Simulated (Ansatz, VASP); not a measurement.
Two plane-wave programs on W2N

```
W N
1.0
     2.80246    0.00000    0.00000
    -1.40123    2.42701    0.00000
     0.00000    0.00000   17.88798
W N
6 3
Cartesian
  0.0000 0.0000 1.3582
  0.0000 0.0000 16.5297
  0.0000 1.6180 4.6959
  1.4012 0.8090 13.1921
  0.0000 1.6180 7.4701
  1.4012 0.8090 10.4178
  0.0000 0.0000 8.9440
  0.0000 1.6180 2.6954
  1.4012 0.8090 15.1925
```

Change from the starting cell: strain +0.000 along x and y, +0.025 along z, atoms carried along.

Alike in both runs: task single point; functional PBEsol; k mesh 18 × 18 × 4; occupations gaussian, width 0.15 eV; no spin polarisation.

```csv
,VASP,Ansatz
version,VASP 6.6.1,Ansatz 0.2.0
potentials or method,"VASP PAW PBE potentials, release 64 (W_sv, N), cutoff 520 eV","scalar-relativistic, plane waves, PAW"
valence electrons in the cell,99,99
```

|  | VASP | Ansatz | Ansatz less VASP |
| --- | --- | --- | --- |
| gap on the k mesh at the Fermi level (eV) | none | none | - |
| pressure (GPa) | -6.5 | -7.5 | -0.97 |
| traceless stress, the component that is largest in VASP (GPa) | -7.01 | -7.20 | -0.185 |
| rms of the force components (eV/Å) | 0.146 | 0.174 | +0.0284 |

VASP's potentials were made for PBE, not for PBEsol. Atom by atom the forces differ by 0.039 eV/Å (rms over components). A gap of «none» marks a metal or a gap that the smearing closes.

Spin-orbit coupling is off throughout.
